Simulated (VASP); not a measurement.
# Sb (Fd-3m) in VASP: notebook

Sb is run at these levels: PBEsol; tasks: single point.

All numbers are computed with VASP 6.6.1; they aren't measurements. Logs are shortened: lines on timing, memory, paths and dates and some standing lists are left out, and cuts for length are marked.

## 1. The cell of the first run

The structure is cubic, space group Fd-3m (No. 227). Conventional cell: a = 6.842 Å, b = 6.842 Å, c = 6.842 Å, α = 90.00°, β = 90.00°, γ = 90.00°. Within 3.9 Å of Sb (site symmetry -43m) lie 4 Sb at 2.96 Å.

## 2. Single point, PBEsol

File INCAR:

```
SYSTEM = Sb
PREC = Accurate ; ENCUT = 520
EDIFF = 1E-6 ; ISMEAR = 1
SIGMA = 0.1 ; LREAL = .FALSE.
LASPH = .TRUE. ; NELM = 100
ALGO = Normal ; ISIF = 2
LWAVE = .FALSE. ; LCHARG = .FALSE.
GGA = PS ; NBANDS = 12
```

File KPOINTS:

```
Automatic mesh
0
G
  11 11 11
  0 0 0
```

File POSCAR:

```
Sb
1.0
    0.0000000000      3.4211597262      3.4211597262
    3.4211597262      0.0000000000      3.4211597262
    3.4211597262      3.4211597262      0.0000000000
Sb
2
Direct
    1.0000000000      1.0000000000      1.0000000000
    0.2500000000      0.2500000000      0.2500000000
```

Potentials or basis: VASP PAW PBE potentials, release 64 (Sb).

On the command line:

```bash
cat potpaw_PBE.64/Sb/POTCAR > POTCAR
mpirun -np 1 vasp_std > vasp.out
```

OUTCAR:

```text
SYSTEM = Sb
   PREC = Accurate
   ENCUT = 520
   EDIFF = 1E-6
   ISMEAR = 1
   LREAL = .FALSE.
   LASPH = .TRUE.
   NELM = 100
   ISIF = 2
   GGA = PS

 ion  position               nearest neighbor table
   1  0.000  0.000  0.000-   2 2.96   2 2.96   2 2.96   2 2.96
   2  0.250  0.250  0.250-   1 2.96   1 2.96   1 2.96   1 2.96

  LATTYP: Found a face centered cubic cell.
 ALAT       =     6.8423194524

  Lattice vectors:

 A1 = (   0.0000000000,   3.4211597262,   3.4211597262)
 A2 = (   3.4211597262,   0.0000000000,   3.4211597262)
 A3 = (   3.4211597262,   3.4211597262,   0.0000000000)

Analysis of symmetry for initial positions (statically):
=====================================================================
 Subroutine PRICEL returns:
 Original cell was already a primitive cell.

 Routine SETGRP: Setting up the symmetry group for a
 face centered cubic supercell.

 Subroutine GETGRP returns: Found 48 space group operations
 (whereof 24 operations were pure point group operations)
 out of a pool of 48 trial point group operations.

The static configuration has the point symmetry T_d .
 The point group associated with its full space group is O_h .

Analysis of symmetry for dynamics (positions and initial velocities):
=====================================================================
 Subroutine PRICEL returns:
 Original cell was already a primitive cell.

 Routine SETGRP: Setting up the symmetry group for a
 face centered cubic supercell.

 Subroutine GETGRP returns: Found 48 space group operations
 (whereof 24 operations were pure point group operations)
 out of a pool of 48 trial point group operations.

The dynamic configuration has the point symmetry T_d .
 The point group associated with its full space group is O_h .

 Subroutine INISYM returns: Found 48 space group operations
 (whereof 24 operations are pure point group operations),
 and found     1 'primitive' translations

----------------------------------------------------------------------------------------

                                     Primitive cell

  volume of cell :      80.0848

  direct lattice vectors                    reciprocal lattice vectors
     0.000000000  3.421159726  3.421159726    -0.146149271  0.146149271  0.146149271
     3.421159726  0.000000000  3.421159726     0.146149271 -0.146149271  0.146149271
     3.421159726  3.421159726  0.000000000     0.146149271  0.146149271 -0.146149271

  length of vectors
     4.838250484  4.838250484  4.838250484     0.253137963  0.253137963  0.253137963

  position of ions in fractional coordinates (direct lattice)
[... 90 lines left out ...]
   NELECT =      10.0000    total number of electrons
   NUPDOWN=      -1.0000    fix difference up-down
   EMIN   =  10.00;   EMAX   =-10.00  energy-range for DOS
   EFERMI =   0.00;   METHOD = LEGACY
   ISMEAR =     1;   SIGMA  =   0.10  broadening in eV -4-tet -1-fermi 0-gaus
   EFERMI_NEDOS =   21; number of points for ismear=-14 and -15
   IALGO  =     38    algorithm
   IMIX   =      4    mixing-type and parameters
     AMIX     =   0.40;   BMIX     =  1.00
     AMIX_MAG =   1.60;   BMIX_MAG =  1.00
  volume/ion in A,a.u.               =      40.04       270.22
  Fermi-wavevector in a.u.,A,eV,Ry     =   0.818260  1.546288  9.109780  0.669550
  Thomas-Fermi vector in A             =   1.928855
   LORBIT       =      0    0 simple, 1 ext, 2 COOP (PROOUT), +10 PAW based schemes
   GGA     = PS    functional components
   LHFCALC =     F    Hartree Fock is set to
   AEXX    =    0.0000 exact exchange contribution
   IVDW    =     0    specifies the selected vdW correction
   LEPSILON=     F    determine dielectric tensor
   LRPA    =     F    only Hartree local field effects (RPA)
 non-spin polarized calculation
 Methfessel and Paxton  Order N= 1 SIGMA  =   0.10
  energy-cutoff  :      520.00
  volume of cell :       80.08
 maximum number of plane-waves:      2174
   NGX = 17   NGY = 17   NGZ = 17

 number of electron      10.0000000 magnetization

 Free energy of the ion-electron system (eV)
  ---------------------------------------------------
  ext. energy  EPLUGINS =         0.00000000
  ---------------------------------------------------
  free energy    TOTEN  =        -8.32963694 eV

  energy without entropy =       -8.33080487  energy(sigma->0) =       -8.33002625

 E-fermi :   4.1917     XC(G=0):  -8.2891

 val. band max:        4.1634365854   @ k =   0.4545   0.3636   0.0909
 cond. band min:       4.1959640469   @ k =   0.1818   0.1818   0.0000
 fundamental gap:      0.0325274615
 Fermi energy:         4.1917349370

 k-point     1 :       0.0000    0.0000    0.0000
  band No.  band energies     occupation
      1      -7.5163      2.00000
      2      -0.8115      2.00000
      3       2.4470      2.00000
      4       2.4470      2.00000
      5       2.4470      2.00000
      6       4.7912     -0.00000
      7       4.7912     -0.00000
      8       4.7912     -0.00000
      9       8.1059      0.00000
     10      10.6811      0.00000
     11      10.6811      0.00000
     12      11.7846      0.00000
[... 331 lines left out ...]
 k-point    24 :      -0.1818    0.1818    0.0000
  band No.  band energies     occupation
      1      -6.8996      2.00000
      2      -2.7841      2.00000
      3       0.9699      2.00000
      4       1.9574      2.00000
      5       3.1784      2.00000
      6       5.5438     -0.00000
      7       5.5634     -0.00000
      8       6.5038      0.00000
      9       9.4128      0.00000
     10      10.1409      0.00000
     11      10.3799      0.00000
     12      12.4707      0.00000

 [... further k-points ...]

------------------------ aborting loop because EDIFF is reached ----------------------------------------

  FORCE on cell =-STRESS in cart. coord.  units (eV):
  Direction    XX          YY          ZZ          XY          YZ          ZX
  --------------------------------------------------------------------------------------
  -------------------------------------------------------------------------------------
  Total        0.2314094      0.2314094      0.2314094     -0.0000000      0.0000000      0.0000000
  in kB        4.6295786      4.6295786      4.6295786     -0.0000000      0.0000000      0.0000000
  external PRESSURE =       4.6295786 kB  Pullay stress =       0.0000000 kB

 VOLUME and BASIS-vectors are now :
 -----------------------------------------------------------------------------
  energy-cutoff  :      520.00
  volume of cell :       80.08
      direct lattice vectors                 reciprocal lattice vectors
     0.000000000  3.421159726  3.421159726    -0.146149271  0.146149271  0.146149271
     3.421159726  0.000000000  3.421159726     0.146149271 -0.146149271  0.146149271
     3.421159726  3.421159726  0.000000000     0.146149271  0.146149271 -0.146149271

 POSITION                                       TOTAL-FORCE (eV/Angst)
 -----------------------------------------------------------------------------------
      0.00000      0.00000      0.00000        -0.000000     -0.000000     -0.000000
      1.71058      1.71058      1.71058         0.000000      0.000000      0.000000
 -----------------------------------------------------------------------------------
    total drift:                                0.000000      0.000000      0.000000

  FREE ENERGIE OF THE ION-ELECTRON SYSTEM (eV)
  ---------------------------------------------------
  free  energy   TOTEN  =        -8.3296369352 eV

  energy  without entropy=       -8.3308048712  energy(sigma->0) =       -8.33002625
```

OSZICAR:

```text
N       E                     dE             d eps       ncg     rms          rms(c)
DAV:   1     0.277578208063E+02    0.27758E+02   -0.32727E+03  1344   0.612E+02
DAV:   2    -0.654552693622E+01   -0.34303E+02   -0.33126E+02  1712   0.994E+01
DAV:   3    -0.834233427732E+01   -0.17968E+01   -0.17810E+01  1720   0.235E+01
DAV:   4    -0.836322228079E+01   -0.20888E-01   -0.20881E-01  1480   0.309E+00
DAV:   5    -0.836359701957E+01   -0.37474E-03   -0.37474E-03  1664   0.456E-01    0.262E+00
DAV:   6    -0.834128377064E+01    0.22313E-01   -0.90529E-03  1468   0.448E-01    0.156E+00
DAV:   7    -0.832955500256E+01    0.11729E-01   -0.19597E-02  1460   0.662E-01    0.572E-02
DAV:   8    -0.832962585447E+01   -0.70852E-04   -0.75250E-04  1460   0.166E-01    0.233E-02
DAV:   9    -0.832963538628E+01   -0.95318E-05   -0.18812E-05  1608   0.297E-02    0.631E-03
DAV:  10    -0.832963651984E+01   -0.11336E-05   -0.21139E-06  1504   0.811E-03    0.528E-03
DAV:  11    -0.832963693522E+01   -0.41538E-06   -0.40824E-07   984   0.345E-03
   1 F= -.83296369E+01 E0= -.83300262E+01  d E =0.116794E-02
```

stdout:

```text
POSCAR found type information on POSCAR Sb
 POSCAR found :  1 types and       2 ions
 scaLAPACK will be used
 -----------------------------------------------------------------------------
|                                                                             |
|                                                                             |
|     You enforced a specific xc type in the INCAR file but a different       |
|     I HOPE YOU KNOW WHAT YOU ARE DOING!                                     |
|                                                                             |
 -----------------------------------------------------------------------------

 LDA part: xc-table for (Slater+PW92), standard interpolation
 POSCAR, INCAR and KPOINTS ok, starting setup
 FFT: planning ... GRIDC
 FFT: planning ... GRID_SOFT
 FFT: planning ... GRID
 WAVECAR not read
 entering main loop
```

It took 48 s on 1 thread of Intel Xeon 8259CL, shared host; peak memory 0.22 GiB.

What came out:

- Free energy: -8.3296 eV
- Pressure: 0.5 GPa
- Band gap on the k mesh: zero (band 5 reaches 4.74 eV, above the bottom of band 6 at 3.84 eV)

Levels at points of the mesh, in eV from the Fermi level:
```
           k point  band 2  band 3  band 4  band 5  band 6  band 7  band 8  band 9
(0.00, 0.00, 0.00)   -5.00   -1.74   -1.74   -1.74    0.60    0.60    0.60    3.91
```

Caveat: the PAW data sets were made with another functional, which shifts forces and pressure a little; spin-orbit coupling is left out, which moves the levels of the heavy elements.

## 3. Single point, PBEsol

This run uses another cell than the first one, of 40.45 Å³/atom, 1.010 times its volume.

File INCAR:

```
  PREC = Accurate
  ENCUT = 520
  EDIFF = 1E-6
  ISMEAR = 1
  SIGMA = 0.1
  LREAL = F
  LASPH = T
  NELM = 80
  ALGO = Normal
  ISIF = 2
  LWAVE = F
  LCHARG = T
  GGA = PS
  LELF = T
  LVHAR = T
  NBANDS = 12
```

File KPOINTS:

```
Automatic mesh
0
Gamma
  11 11 11
```

File POSCAR:

```
Sb
1.0
    0.0000000000      3.4326402140      3.4326402140
    3.4326402140      0.0000000000      3.4326402140
    3.4326402140      3.4326402140      0.0000000000
Sb
2
Direct
    1.0000000000      1.0000000000      1.0000000000
    0.2500000000      0.2500000000      0.2500000000
```

Potentials or basis: VASP PAW PBE potentials, release 64 (Sb).

On the command line:

```bash
cat potpaw_PBE.64/Sb/POTCAR > POTCAR
mpirun -np 1 vasp_std > vasp.out
```

OUTCAR:

```text
PREC = Accurate
   ENCUT = 520
   EDIFF = 1E-6
   ISMEAR = 1
   LREAL = F
   LASPH = T
   NELM = 80
   ISIF = 2
   GGA = PS

 ion  position               nearest neighbor table
   1  0.000  0.000  0.000-   2 2.97   2 2.97   2 2.97   2 2.97
   2  0.250  0.250  0.250-   1 2.97   1 2.97   1 2.97   1 2.97

  LATTYP: Found a face centered cubic cell.
 ALAT       =     6.8652804280

  Lattice vectors:

 A1 = (   0.0000000000,   3.4326402140,   3.4326402140)
 A2 = (   3.4326402140,   0.0000000000,   3.4326402140)
 A3 = (   3.4326402140,   3.4326402140,   0.0000000000)

Analysis of symmetry for initial positions (statically):
=====================================================================
 Subroutine PRICEL returns:
 Original cell was already a primitive cell.

 Routine SETGRP: Setting up the symmetry group for a
 face centered cubic supercell.

 Subroutine GETGRP returns: Found 48 space group operations
 (whereof 24 operations were pure point group operations)
 out of a pool of 48 trial point group operations.

The static configuration has the point symmetry T_d .
 The point group associated with its full space group is O_h .

[... 176 lines left out ...]
      5       2.3699      2.00000
      6       4.7031     -0.00000
      7       4.7031     -0.00000
      8       4.7031     -0.00000
      9       8.0124      0.00000
     10      10.5817      0.00000
     11      10.5817      0.00000
     12      11.6883      0.00000
[... 331 lines left out ...]
 k-point    24 :      -0.1818    0.1818    0.0000
  band No.  band energies     occupation
      1      -6.9400      2.00000
      2      -2.8783      2.00000
      3       0.9131      2.00000
      4       1.8864      2.00000
      5       3.0786      2.00000
      6       5.4428     -0.00000
      7       5.4673     -0.00000
      8       6.3977      0.00000
      9       9.3263      0.00000
     10      10.0290      0.00000
     11      10.2762      0.00000
     12      12.3655      0.00000

 [... further k-points ...]

------------------------ aborting loop because EDIFF is reached ----------------------------------------

  FORCE on cell =-STRESS in cart. coord.  units (eV):
  Direction    XX          YY          ZZ          XY          YZ          ZX
  --------------------------------------------------------------------------------------
  -------------------------------------------------------------------------------------
  Total        0.0474930      0.0474930      0.0474930      0.0000000     -0.0000000     -0.0000000
  in kB        0.9406444      0.9406444      0.9406444      0.0000000     -0.0000000     -0.0000000
  external PRESSURE =       0.9406444 kB  Pullay stress =       0.0000000 kB

 VOLUME and BASIS-vectors are now :
 -----------------------------------------------------------------------------
  energy-cutoff  :      520.00
  volume of cell :       80.89
      direct lattice vectors                 reciprocal lattice vectors
     0.000000000  3.432640214  3.432640214    -0.145660474  0.145660474  0.145660474
     3.432640214  0.000000000  3.432640214     0.145660474 -0.145660474  0.145660474
     3.432640214  3.432640214  0.000000000     0.145660474  0.145660474 -0.145660474

 POSITION                                       TOTAL-FORCE (eV/Angst)
 -----------------------------------------------------------------------------------
      0.00000      0.00000      0.00000         0.000000      0.000000      0.000000
      1.71632      1.71632      1.71632        -0.000000     -0.000000     -0.000000
 -----------------------------------------------------------------------------------
    total drift:                                0.000000      0.000000     -0.000000

  FREE ENERGIE OF THE ION-ELECTRON SYSTEM (eV)
  ---------------------------------------------------
  free  energy   TOTEN  =        -8.3310413026 eV

  energy  without entropy=       -8.3323843087  energy(sigma->0) =       -8.33148897
```

OSZICAR:

```text
N       E                     dE             d eps       ncg     rms          rms(c)
DAV:   1     0.278034168030E+02    0.27803E+02   -0.32603E+03  1344   0.607E+02
DAV:   2    -0.658866608205E+01   -0.34392E+02   -0.33306E+02  1696   0.101E+02
DAV:   3    -0.834345950162E+01   -0.17548E+01   -0.17456E+01  1708   0.233E+01
DAV:   4    -0.836389153467E+01   -0.20432E-01   -0.20429E-01  1460   0.307E+00
DAV:   5    -0.836426409121E+01   -0.37256E-03   -0.37256E-03  1676   0.457E-01    0.258E+00
DAV:   6    -0.834250547638E+01    0.21759E-01   -0.87127E-03  1448   0.442E-01    0.154E+00
DAV:   7    -0.833094881118E+01    0.11557E-01   -0.19012E-02  1444   0.655E-01    0.550E-02
DAV:   8    -0.833102904971E+01   -0.80239E-04   -0.72545E-04  1416   0.163E-01    0.230E-02
DAV:   9    -0.833103966174E+01   -0.10612E-04   -0.19758E-05  1616   0.298E-02    0.667E-03
DAV:  10    -0.833104077844E+01   -0.11167E-05   -0.19923E-06  1456   0.797E-03    0.512E-03
DAV:  11    -0.833104130255E+01   -0.52411E-06   -0.55034E-07  1104   0.390E-03
   1 F= -.83310413E+01 E0= -.83314890E+01  d E =0.134301E-02
```

Wall time 46 s (1 thread of Intel Xeon 8259CL, shared host); peak memory 0.22 GiB.

What came out:

```
Free energy            : -8.3310 eV
Pressure               : 0.1 GPa
Band gap on the k mesh : zero (band 5 reaches 4.63 eV, above the bottom of band 6 at 3.75 eV)
```

Levels at points of the mesh, in eV from the Fermi level:
```
           k point  band 3  band 4  band 5  band 6  band 7  band 8
(0.00, 0.00, 0.00)   -1.73   -1.73   -1.73    0.60    0.60    0.60
```

Caveat: the PAW data sets were made with another functional, which shifts forces and pressure a little; spin-orbit coupling is left out, which moves the levels of the heavy elements.
